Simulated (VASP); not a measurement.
# C (P6_3/mmc) in VASP: further runs, part 2 of 2

VASP 6.6.1. Earlier steps stand in the parts before.

## (4) Single point, r2SCAN (uniaxial z strain +3.4%)

The input, POSCAR:

```
C
1.0
    2.5031953710      0.0000000000      0.0000000000
   -1.2515976855      2.1678307819      0.0000000000
    0.0000000000      0.0000000000      4.3114446039
C
4
Direct
    0.3333333333      0.6666666667     -0.0003803633
    0.6666666667      0.3333333333      0.4996196367
    0.3333333333      0.6666666667      0.3753803633
    0.6666666667      0.3333333333      0.8753803633
```

The input, INCAR.step1:

```
SYSTEM = C
  ALGO = Normal
  EDIFF = 1E-5
  ENCUT = 910
  GGA = PE
  GGA_COMPAT = .FALSE.
  ISMEAR = 0
  LASPH = .TRUE.
  LCHARG = .FALSE.
  LREAL = .FALSE.
  LWAVE = .TRUE.
  NBANDS = 16
  NELM = 120
  PREC = Accurate
  SIGMA = 0.01
```

The input, INCAR.step2:

```
SYSTEM = C
  ALGO = Normal
  EDIFF = 1E-6
  ENCUT = 910
  GGA_COMPAT = .FALSE.
  ISIF = 2
  ISMEAR = 0
  ISTART = 1
  LASPH = .TRUE.
  LCHARG = .FALSE.
  LMIXTAU = .TRUE.
  LREAL = .FALSE.
  LWAVE = .FALSE.
  METAGGA = R2SCAN
  NBANDS = 16
  NELM = 120
  PREC = Accurate
  SIGMA = 0.01
```

The input, KPOINTS:

```
k-points
0
G
  12 12 6
  0 0 0
```

Potentials or basis: VASP PAW PBE potentials, release 64 (C_h).

Launch:

```sh
$ cat potpaw_PBE.64/C_h/POTCAR > POTCAR
$ cp INCAR.step1 INCAR
$ mpirun -np 1 vasp_std > vasp.out
$ cp INCAR.step2 INCAR
$ mpirun -np 1 vasp_std > vasp.out
```

OUTCAR:

```text
SYSTEM = C
   EDIFF = 1E-6
   ENCUT = 910
   ISIF = 2
   ISMEAR = 0
   ISTART = 1
   LASPH = .TRUE.
   LREAL = .FALSE.
   METAGGA = R2SCAN
   NELM = 120
   PREC = Accurate

 ion  position               nearest neighbor table
   1  0.333  0.667  1.000-
   2  0.667  0.333  0.500-
   3  0.333  0.667  0.375-
   4  0.667  0.333  0.875-

[... 656 lines left out ...]
------------------------ aborting loop because EDIFF is reached ----------------------------------------

  FORCE on cell =-STRESS in cart. coord.  units (eV):
  Direction    XX          YY          ZZ          XY          YZ          ZX
  --------------------------------------------------------------------------------------
  -------------------------------------------------------------------------------------
  Total       -0.1455122     -0.1455122     -5.9636099      0.0000000     -0.0000000      0.0000000
  in kB       -9.9647632     -9.9647632   -408.3916700      0.0000000     -0.0000000      0.0000000
  external PRESSURE =    -142.7737322 kB  Pullay stress =       0.0000000 kB

 VOLUME and BASIS-vectors are now :
 -----------------------------------------------------------------------------
  energy-cutoff  :      910.00
  volume of cell :       23.40
      direct lattice vectors                 reciprocal lattice vectors
     2.503195371  0.000000000  0.000000000     0.399489393  0.230645309  0.000000000
    -1.251597685  2.167830782  0.000000000     0.000000000  0.461290617  0.000000000
     0.000000000  0.000000000  4.311444604     0.000000000  0.000000000  0.231940821

 POSITION                                       TOTAL-FORCE (eV/Angst)
 -----------------------------------------------------------------------------------
     -0.00000      1.44522      4.30980         0.000000      0.000000     -0.007014
      1.25160      0.72261      2.15408         0.000000     -0.000000     -0.007014
     -0.00000      1.44522      1.61843        -0.000000      0.000000      0.007014
      1.25160      0.72261      3.77415        -0.000000     -0.000000      0.007014
 -----------------------------------------------------------------------------------
    total drift:                               -0.000000      0.000000      0.000785

  FREE ENERGIE OF THE ION-ELECTRON SYSTEM (eV)
  ---------------------------------------------------
  free  energy   TOTEN  =       -39.2248786190 eV

  energy  without entropy=      -39.2248786190  energy(sigma->0) =      -39.22487862
```

OUTCAR.step1:

```text
SYSTEM = C
   EDIFF = 1E-5
   ENCUT = 910
   GGA = PE
   ISMEAR = 0
[... 688 lines left out ...]
     -0.00000      1.44522      4.30980        -0.000000      0.000000      0.047372
      1.25160      0.72261      2.15408         0.000000     -0.000000      0.047372
     -0.00000      1.44522      1.61843        -0.000000      0.000000     -0.047372
      1.25160      0.72261      3.77415        -0.000000     -0.000000     -0.047372
 -----------------------------------------------------------------------------------
    total drift:                               -0.000000      0.000000      0.000002

  FREE ENERGIE OF THE ION-ELECTRON SYSTEM (eV)
  ---------------------------------------------------
  free  energy   TOTEN  =       -36.2440813754 eV

  energy  without entropy=      -36.2440813754  energy(sigma->0) =      -36.24408138
```

OSZICAR.step1:

```text
N       E                     dE             d eps       ncg     rms          rms(c)
DAV:   1     0.470632822819E+02    0.47063E+02   -0.11741E+04  2432   0.152E+03
DAV:   2    -0.333478962915E+02   -0.80411E+02   -0.72656E+02  3480   0.236E+02
DAV:   3    -0.373706634706E+02   -0.40228E+01   -0.39962E+01  3336   0.477E+01
DAV:   4    -0.373951922984E+02   -0.24529E-01   -0.24524E-01  2832   0.420E+00
DAV:   5    -0.373953620923E+02   -0.16979E-03   -0.16978E-03  3280   0.329E-01    0.655E+00
DAV:   6    -0.365336490246E+02    0.86171E+00   -0.53068E-01  2960   0.462E+00    0.361E+00
DAV:   7    -0.362407040182E+02    0.29295E+00   -0.61189E-01  3072   0.510E+00    0.496E-01
DAV:   8    -0.362439182777E+02   -0.32143E-02   -0.13930E-02  2688   0.103E+00    0.552E-02
DAV:   9    -0.362440507994E+02   -0.13252E-03   -0.18760E-04  3200   0.112E-01    0.241E-02
DAV:  10    -0.362440809153E+02   -0.30116E-04   -0.27588E-05  2720   0.432E-02    0.319E-03
DAV:  11    -0.362440813754E+02   -0.46002E-06   -0.99618E-07  1792   0.890E-03
   1 F= -.36244081E+02 E0= -.36244081E+02  d E =-.223965E-14
```

It took 2.5 min on 1 thread of Intel Xeon Platinum 8488C (Sapphire Rapids), shared host; peak memory 0.2 GiB.

What came out:

| Property | Result |
| --- | --- |
| Free energy | -39.2249 eV |
| Pressure | -14.3 GPa |
| Largest force | 0.007 eV/Å |
| Band gap on the k mesh | 3.78 eV, indirect (least direct gap 4.55 eV) |

Forces on the atoms (eV/Å):
```
C    0.000  0.000 -0.007
C    0.000  0.000 -0.007
C    0.000  0.000  0.007
C    0.000  0.000  0.007
```

Caveat: the cell differs from its parent crystal (uniaxial z strain +3.4%); the cutoff is under 1.25 times the usual one of these potentials, so pressure, stress and relaxed cells hold a basis-set (Pulay) error; the PAW data sets were made with another functional, which shifts forces and pressure a little.

## (5) Summary

| potentials or basis | cell | cutoff (eV) | second run | gap on the mesh (eV) | pressure (GPa) | largest force (eV/Å) |
| --- | --- | --- | --- | --- | --- | --- |
| VASP PAW PBE potentials, release 64 (C) | a = 2.417, b = 2.417, c = 4.025 Å, angles 90.0, 90.0, 120.0°, 4 atoms | 520 | - | 3.11 | 58.9 | 0.01 |
| VASP PAW PBE potentials, release 64 (C) | a = 2.503, b = 2.503, c = 4.311 Å, angles 90.0, 90.0, 120.0°, 4 atoms | 520 | - | 3.76 | -12.5 | 0.02 |
| VASP PAW PBE potentials, release 64 (C_h) | a = 2.503, b = 2.503, c = 4.311 Å, angles 90.0, 90.0, 120.0°, 4 atoms | 910 | hard_potentials | 3.78 | -14.3 | 0.01 |

Alike in all rows: task single point; level r2SCAN; no spin polarisation; k mesh 12 × 12 × 6; smearing gaussian 0.01 eV.

Caveats: the PAW data sets were made with another functional, which shifts forces and pressure a little; the cutoff is under 1.25 times the usual one of these potentials, so pressure, stress and relaxed cells hold a basis-set (Pulay) error (some runs).

Absolute energies hang on the potentials; compare differences alone.
